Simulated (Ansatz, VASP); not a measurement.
**One calculation of ZrC, two programs**

```xyz
2
Lattice="0.0705 2.3855 2.3855 2.3855 0.0705 2.3855 2.3855 2.3855 0.0705" Properties=species:S:1:pos:R:3 pbc="T T T"
Zr    2.4207    2.4207    2.4207
C     0.0000    0.0000    0.0000
```

Change from the starting cell: equal xy, yz and zx shear strains of +3 %, crystal datasets.

Alike in both runs: task electric field gradients; functional PBE; k mesh 15 × 15 × 15; occupations fermi-dirac, width 0.05 eV; no spin polarisation.

|  | VASP | Ansatz |
| --- | --- | --- |
| version | VASP 6.6.1 | Ansatz 0.2.0 |
| potentials or method | VASP PAW PBE potentials, release 64 (Zr_sv, C), cutoff 520 eV | all-electron PAW with datasets made for the crystal, scalar-relativistic |

```csv
,VASP,Ansatz,Ansatz less VASP
pressure (GPa),1.6,1.4,-0.19
"traceless stress, the component that is largest in VASP (GPa)",-4.80,-4.80,-0.004
size of Vzz on the site where it differs most (V/Å²),3.2,3.5,+0.35
```

Ansatz ran all-electron here, and VASP with PAW potentials.
